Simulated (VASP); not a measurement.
**TiAl: single point with PBEsol**

The system is TiAl.

```
CELL_PARAMETERS angstrom
3.09701 0.00000 0.00000
-1.54850 2.68209 0.00000
0.00000 0.00000 4.61994
ATOMIC_POSITIONS crystal
Ti 0.00000 0.00000 0.00000
Al 0.33333 0.66667 0.50000
```

This cell differs from its parent crystal: strain +0.0875 x Voigt [1, 1, 0, 0, 0, 0].

```json
{
 "Program": "VASP 6.6.1",
 "Task": "single point",
 "Functional": "PBEsol",
 "Potentials or basis": "VASP PAW PBE potentials, release 64 (Ti_sv, Al)",
 "Cutoff": "500 eV",
 "k mesh": "24 × 24 × 14",
 "Occupations": "gaussian, width 0.15 eV",
 "Spin": "no spin polarisation",
 "Dipole correction": "no",
 "Further INCAR settings": "ALGO = Normal; EDIFF = 1e-06; NBANDS = 14"
}
```

| Property | Result |
| --- | --- |
| Pressure | -12.7 GPa |
| Band gap on the k mesh | zero (an odd number of electrons rules out a gap without spin polarisation) |

Stress tensor (GPa, compression positive):
```
-14.35   0.00   0.00
  0.00 -14.35   0.00
  0.00   0.00  -9.48
```

Levels at points of the mesh, in eV from the Fermi level:
```
           k point  band 6  band 7  band 8  band 9  band 10  band 11
(0.00, 0.00, 0.00)   -1.78   -1.07    1.01    1.01     2.06     2.06
(0.50, 0.00, 0.00)   -2.88   -1.17   -0.67    1.57     3.01     3.47
(0.00, 0.00, 0.50)   -4.78    0.05    1.04    1.04     1.95     1.95
(0.50, 0.00, 0.50)   -2.13   -1.59    0.22    0.93     1.28     2.95
```

It took 76 s on 1 thread of Intel(R) Xeon(R) 6975P-C (Granite Rapids), on a shared host, peak memory 0.36 GiB.

Caveat: the cell differs from its parent crystal (strain +0.0875 x Voigt [1, 1, 0, 0, 0, 0]); the cell stands under tension; the PAW data sets were made with another functional, which shifts forces and pressure a little.
